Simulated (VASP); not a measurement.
Hf: relaxation of cell and atoms with PBE

The system is Hf.

```xyz
2
Lattice="0.0000 2.8061 2.8061 2.8061 0.0000 2.8061 2.8061 2.8061 0.0000" Properties=species:S:1:pos:R:3 pbc="T T T"
Hf   -0.7015   -0.7015   -0.7015
Hf    0.7015    0.7015    0.7015
```

```
Program                : VASP 6.6.1
Task                   : relaxation of cell and atoms
Functional             : PBE
Potentials or basis    : VASP PAW PBE potentials, release 64 (Hf_pv)
Cutoff                 : 600 eV
k mesh                 : 12 × 12 × 12
Occupations            : fermi-dirac, width 0.08 eV
Spin                   : no spin polarisation
Target pressure        : 30 GPa
Dipole correction      : no
Further INCAR settings : ALGO = Normal; EDIFF = 1e-07; IBRION = 2; EDIFFG = -0.005; NSW = 32; ISIF = 3
```

| Item | Value |
| --- | --- |
| Relaxed volume | 21.94 Å³/atom |
| Relaxed cell | a = 3.959 Å, b = 3.959 Å, c = 3.959 Å, α = 60.00°, β = 60.00°, γ = 60.00° |
| Space group after relaxing (to 0.05 Å) | Fd-3m (No. 227) |
| Energy change on relaxing (the enthalpy is what falls) | +28.8 meV/atom |
| Ionic steps | 3 |
| Pressure after relaxing | 30.0 GPa |
| Band gap on the k mesh | zero (band 10 reaches 4.71 eV, above the bottom of band 11 at 4.22 eV) |

The path:
| step | energy change (eV) | largest force (eV/Å) | pressure (GPa) | volume (Å³) |
| --- | --- | --- | --- | --- |
| 1 | 0.0000 | 0.0000 | 28.91 | 44.19 |
| 2 | 0.1820 | 0.0000 | 32.34 | 43.24 |
| 3 | 0.0575 | 0.0000 | 30.00 | 43.88 |

Final structure:
```
Hf
1.0
     0.00000    2.79944    2.79944
     2.79944    0.00000    2.79944
     2.79944    2.79944    0.00000
Hf
2
Direct
  0.87500 0.87500 0.87500
  0.12500 0.12500 0.12500
```

Levels at points of the mesh, in eV from the Fermi level:
```
           k point  band 7  band 8  band 9  band 10  band 11  band 12  band 13  band 14
(0.00, 0.00, 0.00)   -6.30   -1.58   -1.58     0.16     0.16     0.16     3.04     3.04
(0.50, 0.00, 0.00)   -2.92   -2.09   -1.43    -1.43    -0.21    -0.21     1.10     4.92
(0.50, 0.50, 0.00)   -3.07   -3.07   -0.11    -0.11     0.27     0.27     2.28     2.28
```

It took 56 s on 1 thread of Intel(R) Xeon(R) Platinum 8488C (Sapphire Rapids), on a shared host, peak memory 0.21 GiB.

Caveat: the cell is relaxed towards a set pressure, so the enthalpy falls and the energy may rise; spin-orbit coupling is left out, which moves the levels of the heavy elements.
